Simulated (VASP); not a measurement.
# Hf (P6_3/mmc) in VASP: single point with PBE

Aim: the single point of Hf with PBE.

Everything below comes from runs of VASP 6.6.1. Logs are shortened: lines on timing, memory, paths and dates and some standing lists are left out, and cuts for length are marked.

### 1 The cell of the first run

It takes space group P6_3/mmc (No. 194, hexagonal). Conventional cell: a = 3.203 Å, b = 3.203 Å, c = 5.073 Å, α = 90.00°, β = 90.00°, γ = 120.00°. Hf (site symmetry -6m2) has 12 Hf at 3.14 to 3.20 Å within 4.1 Å.

### 2 Single point, PBE

The input, INCAR:

```
  PREC = Accurate
  ENCUT = 520
  EDIFF = 1E-7
  ISMEAR = -1
  SIGMA = 0.1
  LREAL = F
  LASPH = T
  NELM = 100
  ALGO = Normal
  ISIF = 2
  LWAVE = F
  LCHARG = F
  GGA = PE
  NBANDS = 17
```

The input, KPOINTS:

```
regular mesh
0
Gamma
  12 12 7
```

The input, POSCAR:

```
Hf
1.0
    1.6016142152     -2.7740771949      0.0000000000
    1.6016142152      2.7740771949      0.0000000000
    0.0000000000      0.0000000000      5.0729617536
Hf
2
Direct
    0.6666666670      0.3333333330      0.2500000000
    0.3333333330      0.6666666670      0.7500000000
```

Potentials or basis: VASP PAW PBE potentials, release 64 (Hf_pv).

Command:

```bash
> cat potpaw_PBE.64/Hf_pv/POTCAR > POTCAR
> mpirun -np 1 vasp_std > vasp.out
```

OUTCAR:

```text
PREC = Accurate
   ENCUT = 520
   EDIFF = 1E-7
   ISMEAR = -1
   LREAL = F
   LASPH = T
   NELM = 100
   ISIF = 2
   GGA = PE

 ion  position               nearest neighbor table
   1  0.667  0.333  0.250-   2 3.14   2 3.14   2 3.14   2 3.14   2 3.14   2 3.14
   2  0.333  0.667  0.750-   1 3.14   1 3.14   1 3.14   1 3.14   1 3.14   1 3.14

  LATTYP: Found a hexagonal cell.
 ALAT       =     3.2032284304
 C/A-ratio  =     1.5837027748

  Lattice vectors:

 A1 = (   1.6016142152,  -2.7740771949,   0.0000000000)
 A2 = (   1.6016142152,   2.7740771949,   0.0000000000)
 A3 = (   0.0000000000,   0.0000000000,   5.0729617536)

Analysis of symmetry for initial positions (statically):
=====================================================================
 Subroutine PRICEL returns:
 Original cell was already a primitive cell.

 Routine SETGRP: Setting up the symmetry group for a
 hexagonal supercell.

 Subroutine GETGRP returns: Found 24 space group operations
 (whereof 12 operations were pure point group operations)
 out of a pool of 24 trial point group operations.

The static configuration has the point symmetry D_3d.
 The point group associated with its full space group is D_6h.

Analysis of symmetry for dynamics (positions and initial velocities):
=====================================================================
 Subroutine PRICEL returns:
 Original cell was already a primitive cell.

 Routine SETGRP: Setting up the symmetry group for a
 hexagonal supercell.

 Subroutine GETGRP returns: Found 24 space group operations
 (whereof 12 operations were pure point group operations)
 out of a pool of 24 trial point group operations.

The dynamic configuration has the point symmetry D_3d.
 The point group associated with its full space group is D_6h.

 Subroutine INISYM returns: Found 24 space group operations
 (whereof 12 operations are pure point group operations),
 and found     1 'primitive' translations

----------------------------------------------------------------------------------------

                                     Primitive cell

  volume of cell :      45.0784

  direct lattice vectors                    reciprocal lattice vectors
     1.601614215 -2.774077195  0.000000000     0.312185041 -0.180240118  0.000000000
     1.601614215  2.774077195  0.000000000     0.312185041  0.180240118  0.000000000
     0.000000000  0.000000000  5.072961754     0.000000000  0.000000000  0.197123505

  length of vectors
     3.203228430  3.203228430  5.072961754     0.360480235  0.360480235  0.197123505

  position of ions in fractional coordinates (direct lattice)
     0.666666667  0.333333333  0.250000000
     0.333333333  0.666666667  0.750000000

  ion indices of the primitive-cell ions
   primitive index   ion index
                 1           1
                 2           2

----------------------------------------------------------------------------------------

 KPOINTS: regular mesh

Automatic generation of k-mesh.
 Grid dimensions read from file:
 generate k-points for:   12   12    7

 Generating k-lattice:

  Cartesian coordinates                     Fractional coordinates (reciprocal lattice)
     0.026015420 -0.015020010  0.000000000     0.083333333  0.000000000  0.000000000
     0.026015420  0.015020010  0.000000000     0.000000000  0.083333333  0.000000000
     0.000000000  0.000000000  0.028160501     0.000000000  0.000000000  0.142857143

  Length of vectors
     0.030040020  0.030040020  0.028160501

  Shift w.r.t. Gamma in fractional coordinates (k-lattice)
     0.000000000  0.000000000  0.000000000

 Subroutine IBZKPT returns following result:
 ===========================================

 Found     76 irreducible k-points:

 Following reciprocal coordinates:
            Coordinates               Weight
  0.000000  0.000000  0.000000      1.000000
  0.083333  0.000000  0.000000      6.000000
  0.166667  0.000000  0.000000      6.000000
  0.250000  0.000000  0.000000      6.000000
  0.333333  0.000000  0.000000      6.000000
  0.416667  0.000000  0.000000      6.000000
[... 16 lines left out ...]
  0.250000  0.000000  0.142857     12.000000
  0.333333  0.000000  0.142857     12.000000
 [... further k-points ...]
   k-points           NKPTS =     76   k-points in BZ     NKDIM =     76   number of bands    NBANDS=     17
   number of dos      NEDOS =    301   number of ions     NIONS =      2
   total plane-waves  NPLWV =  23040
   dimension x,y,z NGX =    24 NGY =   24 NGZ =   40
   dimension x,y,z NGXF=    48 NGYF=   48 NGZF=   80
   ions per type =               2
   NGX,Y,Z   is equivalent  to a cutoff of  12.46, 12.46, 13.11 a.u.
   NGXF,Y,Z  is equivalent  to a cutoff of  24.91, 24.91, 26.22 a.u.
 SYSTEM =  unknown system
   PREC   = accura    normal or accurate (medium, high low for compatibility)
   ISTART =      0    job   : 0-new  1-cont  2-samecut
   ICHARG =      2    charge: 1-file 2-atom 10-const
   ISPIN  =      1    spin polarized calculation?
   LNONCOLLINEAR =      F non collinear calculations
   LSORBIT =      F    spin-orbit coupling
   LASPH  =      T    aspherical Exc in radial PAW
   ENCUT  =  520.0 eV  38.22 Ry    6.18 a.u.   5.96  5.96  9.43*2*pi/ulx,y,z
   NELM   =    100;   NELMIN=  2; NELMDL= -5     # of ELM steps
   EDIFF  = 0.1E-06   stopping-criterion for ELM
   LREAL  =      F    real-space projection
   EDIFFG = 0.1E-05   stopping-criterion for IOM
   NSW    =      0    number of steps for IOM
   IBRION =     -1    ionic relax: 0-MD 1-quasi-New 2-CG
   NFREE  =      0    steps in history (QN), initial steepest desc. (CG)
   ISIF   =      2    stress and relaxation
   ISYM   =      2    0-nonsym 1-usesym 2-fastsym
   POTIM  = 0.5000    time-step for ionic-motion
   TEBEG  =    0.0;   TEEND  =   0.0 temperature during run
   PSTRESS=    0.0 pullay stress
   NELECT =      20.0000    total number of electrons
   NUPDOWN=      -1.0000    fix difference up-down
   EMIN   =  10.00;   EMAX   =-10.00  energy-range for DOS
   EFERMI =   0.00;   METHOD = LEGACY
   ISMEAR =    -1;   SIGMA  =   0.10  broadening in eV -4-tet -1-fermi 0-gaus
   EFERMI_NEDOS =   21; number of points for ismear=-14 and -15
   IALGO  =     38    algorithm
   IMIX   =      4    mixing-type and parameters
     AMIX     =   0.40;   BMIX     =  1.00
     AMIX_MAG =   1.60;   BMIX_MAG =  1.00
  volume/ion in A,a.u.               =      22.54       152.10
  Fermi-wavevector in a.u.,A,eV,Ry     =   1.248616  2.359542 21.212045  1.559041
  Thomas-Fermi vector in A             =   2.382694
   LORBIT       =      0    0 simple, 1 ext, 2 COOP (PROOUT), +10 PAW based schemes
   GGA     = PE    functional components
   LHFCALC =     F    Hartree Fock is set to
   AEXX    =    0.0000 exact exchange contribution
   IVDW    =     0    specifies the selected vdW correction
   LEPSILON=     F    determine dielectric tensor
   LRPA    =     F    only Hartree local field effects (RPA)
 non-spin polarized calculation
  energy-cutoff  :      520.00
  volume of cell :       45.08
 maximum number of plane-waves:      1233
 NGX is ok and might be reduce to    24
   NGX = 11   NGY = 11   NGZ = 19

 number of electron      20.0000005 magnetization

 Free energy of the ion-electron system (eV)
  ---------------------------------------------------
  ext. energy  EPLUGINS =         0.00000000
  ---------------------------------------------------
  free energy    TOTEN  =       -19.87611186 eV

  energy without entropy =      -19.81972908  energy(sigma->0) =      -19.84792047

 E-fermi :   4.8517     XC(G=0): -11.2492

 val. band max:        4.8247984343   @ k =   0.3333   0.2500   0.2857
 cond. band min:       4.8525658492   @ k =   0.3333   0.3333   0.2857
 fundamental gap:      0.0277674150
 Fermi energy:         4.8517261475

 k-point     1 :       0.0000    0.0000    0.0000
  band No.  band energies     occupation
      1     -26.2077      2.00000
      2     -25.4871      2.00000
      3     -25.4871      2.00000
      4     -25.3640      2.00000
      5     -25.3630      2.00000
      6     -25.3630      2.00000
[... 9 lines left out ...]
     16       7.4988      0.00000
     17      10.1645      0.00000

 k-point     2 :       0.0833    0.0000    0.0000
  band No.  band energies     occupation
      1     -26.1903      2.00000
      2     -25.5244      2.00000
      3     -25.4996      2.00000
      4     -25.4023      2.00000
      5     -25.3720      2.00000
      6     -25.3680      2.00000
[... 9 lines left out ...]
     16       7.3031      0.00000
     17      10.3215      0.00000

 k-point     3 :       0.1667    0.0000    0.0000
  band No.  band energies     occupation
      1     -26.1401      2.00000
      2     -25.6263      2.00000
      3     -25.5327      2.00000
      4     -25.5071      2.00000
      5     -25.3962      2.00000
      6     -25.3828      2.00000
[... 9 lines left out ...]
     16       7.5865      0.00000
     17      10.6453      0.00000

 k-point     4 :       0.2500    0.0000    0.0000
  band No.  band energies     occupation
      1     -26.0643      2.00000
      2     -25.7657      2.00000
      3     -25.6442      2.00000
      4     -25.5760      2.00000
      5     -25.4364      2.00000
      6     -25.4044      2.00000
[... 9 lines left out ...]
     16       8.4361      0.00000
     17      10.9425      0.00000
[... 343 lines left out ...]
      1     -26.1109      2.00000
      2     -25.6158      2.00000
      3     -25.5407      2.00000
      4     -25.5253      2.00000
      5     -25.4059      2.00000
      6     -25.3903      2.00000
[... 9 lines left out ...]
     16       7.6942      0.00000
     17      10.6190      0.00000

 k-point    23 :       0.2500    0.0000    0.1429
  band No.  band energies     occupation
      1     -26.0525      2.00000
      2     -25.7460      2.00000
      3     -25.6731      2.00000
      4     -25.5676      2.00000
      5     -25.4405      2.00000
      6     -25.4130      2.00000
[... 9 lines left out ...]
     16       8.3659      0.00000
     17      10.8414      0.00000

 k-point    24 :       0.3333    0.0000    0.1429
  band No.  band energies     occupation
      1     -26.0153      2.00000
      2     -25.8511      2.00000
      3     -25.7920      2.00000
      4     -25.6084      2.00000
      5     -25.4861      2.00000
      6     -25.4368      2.00000
[... 9 lines left out ...]
     16       9.3406      0.00000
     17      10.9935      0.00000

 [... further k-points ...]

------------------------ aborting loop because EDIFF is reached ----------------------------------------

  FORCE on cell =-STRESS in cart. coord.  units (eV):
  Direction    XX          YY          ZZ          XY          YZ          ZX
  --------------------------------------------------------------------------------------
  -------------------------------------------------------------------------------------
  Total       -0.0983680     -0.0983680     -0.1319396      0.0000000      0.0000000      0.0000000
  in kB       -3.4962012     -3.4962012     -4.6894057      0.0000000      0.0000000      0.0000000
  external PRESSURE =      -3.8939360 kB  Pullay stress =       0.0000000 kB

 VOLUME and BASIS-vectors are now :
 -----------------------------------------------------------------------------
  energy-cutoff  :      520.00
  volume of cell :       45.08
      direct lattice vectors                 reciprocal lattice vectors
     1.601614215 -2.774077195  0.000000000     0.312185041 -0.180240118  0.000000000
     1.601614215  2.774077195  0.000000000     0.312185041  0.180240118  0.000000000
     0.000000000  0.000000000  5.072961754     0.000000000  0.000000000  0.197123505

 POSITION                                       TOTAL-FORCE (eV/Angst)
 -----------------------------------------------------------------------------------
      1.60161     -0.92469      1.26824        -0.000000     -0.000000      0.000000
      1.60161      0.92469      3.80472         0.000000      0.000000      0.000000
 -----------------------------------------------------------------------------------
    total drift:                               -0.000000      0.000000     -0.000000

  FREE ENERGIE OF THE ION-ELECTRON SYSTEM (eV)
  ---------------------------------------------------
  free  energy   TOTEN  =       -19.8761118623 eV

  energy  without entropy=      -19.8197290777  energy(sigma->0) =      -19.84792047
```

Run time: 77 s. Hardware: 1 thread of Intel Xeon 8259CL, shared host; peak memory 0.19 GiB.

Results:

```yaml
Free_energy: -19.8761 eV
Pressure: -0.4 GPa
Band_gap_on_the_k_mesh: zero (bands 10 and 11 overlap by 1.51 eV)
```

Caveat: spin-orbit coupling is left out, which moves the levels of the heavy elements.

The gap in the log of VASP goes by the Fermi energy; the results here count the filled bands.